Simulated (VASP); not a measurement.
# PbS (rocksalt type) (Fm-3m) in VASP: single point with PBE

Aim: the single point of PbS (rocksalt type) with PBE.

All numbers are computed with VASP 6.6.1; they aren't measurements. Logs are shortened: lines on timing, memory, paths and dates and some standing lists are left out, and cuts for length are marked.

### 1 The cell of the first run

The structure is cubic, space group Fm-3m (No. 225). The conventional cell has a = 6.008 Å, b = 6.008 Å, c = 6.008 Å, α = 90.00°, β = 90.00°, γ = 90.00°. Within 4.0 Å of Pb (site symmetry m-3m) lie 6 S at 3.00 Å. S (site symmetry m-3m) has 6 Pb at 3.00 Å within 4.0 Å.

### 2 Single point, PBE

File INCAR:

```
PREC     = Accurate       # precision mode
ENCUT    = 520            # plane-wave cutoff, eV
EDIFF    = 1E-6           # SCF threshold, eV
ISMEAR   = -1             # smearing method
SIGMA    = 0.1            # smearing width, eV
LREAL    = False          # projectors in reciprocal space
LASPH    = True           # aspherical terms in the spheres
NELM     = 100            # most SCF steps
ALGO     = Normal         # electronic algorithm
ISIF     = 2              # what is computed and relaxed
LWAVE    = False          # write WAVECAR
LCHARG   = True           # write CHGCAR
GGA      = PE             # functional
LELF     = True           # ELF
LVHAR    = True         
NBANDS   = 17             # bands
```

File KPOINTS:

```
regular mesh
0
Gamma
  14 14 14
```

File POSCAR:

```
PbS
1.0
    0.0000000000      3.0042191430      3.0042191430
    3.0042191430      0.0000000000      3.0042191430
    3.0042191430      3.0042191430      0.0000000000
Pb S
1 1
Direct
    0.0000000000      0.0000000000      0.0000000000
    0.5000000000      0.5000000000      0.5000000000
```

Potentials or basis: VASP PAW PBE potentials, release 64 (Pb_d, S).

On the command line:

```
cat potpaw_PBE.64/Pb_d/POTCAR potpaw_PBE.64/S/POTCAR > POTCAR
mpirun -np 1 vasp_std > vasp.out
```

OUTCAR:

```text
PREC = Accurate
   ENCUT = 520
   EDIFF = 1E-6
   ISMEAR = -1
   LREAL = False
   LASPH = True
   NELM = 100
   ISIF = 2
   GGA = PE

 ion  position               nearest neighbor table
   1  0.000  0.000  0.000-   2 3.00   2 3.00   2 3.00   2 3.00   2 3.00   2 3.00
   2  0.500  0.500  0.500-   1 3.00   1 3.00   1 3.00   1 3.00   1 3.00   1 3.00

  LATTYP: Found a face centered cubic cell.
 ALAT       =     6.0084382860

  Lattice vectors:

 A1 = (   0.0000000000,   3.0042191430,   3.0042191430)
 A2 = (   3.0042191430,   0.0000000000,   3.0042191430)
 A3 = (   3.0042191430,   3.0042191430,   0.0000000000)

Analysis of symmetry for initial positions (statically):
=====================================================================
 Subroutine PRICEL returns:
 Original cell was already a primitive cell.

 Routine SETGRP: Setting up the symmetry group for a
 face centered cubic supercell.

 Subroutine GETGRP returns: Found 48 space group operations
 (whereof 48 operations were pure point group operations)
 out of a pool of 48 trial point group operations.

The static configuration has the point symmetry O_h .

Analysis of symmetry for dynamics (positions and initial velocities):
=====================================================================
 Subroutine PRICEL returns:
 Original cell was already a primitive cell.

 Routine SETGRP: Setting up the symmetry group for a
 face centered cubic supercell.

 Subroutine GETGRP returns: Found 48 space group operations
 (whereof 48 operations were pure point group operations)
 out of a pool of 48 trial point group operations.

The dynamic configuration has the point symmetry O_h .

 Subroutine INISYM returns: Found 48 space group operations
 (whereof 48 operations are pure point group operations),
 and found     1 'primitive' translations

----------------------------------------------------------------------------------------

                                     Primitive cell

  volume of cell :      54.2282

  direct lattice vectors                    reciprocal lattice vectors
     0.000000000  3.004219143  3.004219143    -0.166432599  0.166432599  0.166432599
     3.004219143  0.000000000  3.004219143     0.166432599 -0.166432599  0.166432599
     3.004219143  3.004219143  0.000000000     0.166432599  0.166432599 -0.166432599

  length of vectors
     4.248607456  4.248607456  4.248607456     0.288269718  0.288269718  0.288269718

  position of ions in fractional coordinates (direct lattice)
[... 72 lines left out ...]
   ICHARG =      2    charge: 1-file 2-atom 10-const
   ISPIN  =      1    spin polarized calculation?
   LNONCOLLINEAR =      F non collinear calculations
   LSORBIT =      F    spin-orbit coupling
   LASPH  =      T    aspherical Exc in radial PAW
   ENCUT  =  520.0 eV  38.22 Ry    6.18 a.u.   7.90  7.90  7.90*2*pi/ulx,y,z
   NELM   =    100;   NELMIN=  2; NELMDL= -5     # of ELM steps
   EDIFF  = 0.1E-05   stopping-criterion for ELM
   LREAL  =      F    real-space projection
   EDIFFG = 0.1E-04   stopping-criterion for IOM
   NSW    =      0    number of steps for IOM
   IBRION =     -1    ionic relax: 0-MD 1-quasi-New 2-CG
   NFREE  =      0    steps in history (QN), initial steepest desc. (CG)
   ISIF   =      2    stress and relaxation
   ISYM   =      2    0-nonsym 1-usesym 2-fastsym
   POTIM  = 0.5000    time-step for ionic-motion
   TEBEG  =    0.0;   TEEND  =   0.0 temperature during run
   PSTRESS=    0.0 pullay stress
   NELECT =      20.0000    total number of electrons
   NUPDOWN=      -1.0000    fix difference up-down
   EMIN   =  10.00;   EMAX   =-10.00  energy-range for DOS
   EFERMI =   0.00;   METHOD = LEGACY
   ISMEAR =    -1;   SIGMA  =   0.10  broadening in eV -4-tet -1-fermi 0-gaus
   EFERMI_NEDOS =   21; number of points for ismear=-14 and -15
   IALGO  =     38    algorithm
   IMIX   =      4    mixing-type and parameters
     AMIX     =   0.40;   BMIX     =  1.00
     AMIX_MAG =   1.60;   BMIX_MAG =  1.00
  volume/ion in A,a.u.               =      27.11       182.97
  Fermi-wavevector in a.u.,A,eV,Ry     =   1.174023  2.218582 18.753314  1.378330
  Thomas-Fermi vector in A             =   2.310427
   LORBIT       =      0    0 simple, 1 ext, 2 COOP (PROOUT), +10 PAW based schemes
   GGA     = PE    functional components
   LHFCALC =     F    Hartree Fock is set to
   AEXX    =    0.0000 exact exchange contribution
   IVDW    =     0    specifies the selected vdW correction
   LEPSILON=     F    determine dielectric tensor
   LRPA    =     F    only Hartree local field effects (RPA)
 non-spin polarized calculation
  energy-cutoff  :      520.00
  volume of cell :       54.23
 maximum number of plane-waves:      1476
   NGX = 15   NGY = 15   NGZ = 15

 number of electron      20.0000003 magnetization

 Free energy of the ion-electron system (eV)
  ---------------------------------------------------
  ext. energy  EPLUGINS =         0.00000000
  ---------------------------------------------------
  free energy    TOTEN  =        -8.76951518 eV

  energy without entropy =       -8.76905803  energy(sigma->0) =       -8.76928661

 E-fermi :   5.5452     XC(G=0):  -9.5016

 val. band max:        5.2844684683   @ k =   0.5000   0.0000   0.0000
 cond. band min:       5.7827655226   @ k =   0.5000   0.0000   0.0000
 fundamental gap:      0.4982970543
 Fermi energy:         5.5452104550

 k-point     1 :       0.0000    0.0000    0.0000
  band No.  band energies     occupation
      1     -11.4440      2.00000
      2     -11.4440      2.00000
      3     -11.4440      2.00000
      4     -11.4266      2.00000
      5     -11.4266      2.00000
      6      -7.9327      2.00000
[... 457 lines left out ...]
      4     -11.4241      2.00000
      5     -11.4122      2.00000
      6      -7.3642      2.00000
[... 9 lines left out ...]
     16      14.4334      0.00000
     17      16.1810      0.00000

 [... further k-points ...]
[... 5 lines left out ...]
  --------------------------------------------------------------------------------------
  -------------------------------------------------------------------------------------
  Total       -0.0189266     -0.0189266     -0.0189266      0.0000000      0.0000000      0.0000000
  in kB       -0.5591877     -0.5591877     -0.5591877      0.0000000      0.0000000      0.0000000
  external PRESSURE =      -0.5591877 kB  Pullay stress =       0.0000000 kB

 VOLUME and BASIS-vectors are now :
 -----------------------------------------------------------------------------
  energy-cutoff  :      520.00
  volume of cell :       54.23
      direct lattice vectors                 reciprocal lattice vectors
     0.000000000  3.004219143  3.004219143    -0.166432599  0.166432599  0.166432599
     3.004219143  0.000000000  3.004219143     0.166432599 -0.166432599  0.166432599
     3.004219143  3.004219143  0.000000000     0.166432599  0.166432599 -0.166432599

 POSITION                                       TOTAL-FORCE (eV/Angst)
 -----------------------------------------------------------------------------------
      0.00000      0.00000      0.00000        -0.000000      0.000000     -0.000000
      3.00422      3.00422      3.00422         0.000000     -0.000000      0.000000
 -----------------------------------------------------------------------------------
    total drift:                                0.000000     -0.000000     -0.000000

  FREE ENERGIE OF THE ION-ELECTRON SYSTEM (eV)
  ---------------------------------------------------
  free  energy   TOTEN  =        -8.7695151828 eV

  energy  without entropy=       -8.7690580322  energy(sigma->0) =       -8.76928661
```

stdout:

```text
POSCAR found type information on POSCAR PbS
 POSCAR found :  2 types and       2 ions
 scaLAPACK will be used
 LDA part: xc-table for (Slater+PW92), standard interpolation
 POSCAR, INCAR and KPOINTS ok, starting setup
 FFT: planning ... GRIDC
 FFT: planning ... GRID_SOFT
 FFT: planning ... GRID
 WAVECAR not read
 entering main loop
```

Wall time 26 s (1 thread of Intel Xeon 6975P-C (Granite Rapids), shared host); peak memory 0.23 GiB.

What came out:

- Free energy: -8.7695 eV
- Pressure: -0.1 GPa
- Band gap on the k mesh: 0.50 eV, direct

Levels at points of the mesh, in eV from the valence-band top:
```tsv
k point	band 8	band 9	band 10	band 11	band 12	band 13
(0.00, 0.00, 0.00)	-1.94	-1.94	-1.94	5.14	5.14	5.14
(0.50, 0.00, 0.00)	-1.58	-1.58	0.00	0.50	2.08	2.08
(0.50, 0.50, 0.00)	-4.83	-3.15	-3.15	4.07	5.48	5.58
```

Caveat: spin-orbit coupling is left out, which moves the levels of the heavy elements. A k mesh can miss the band edges.
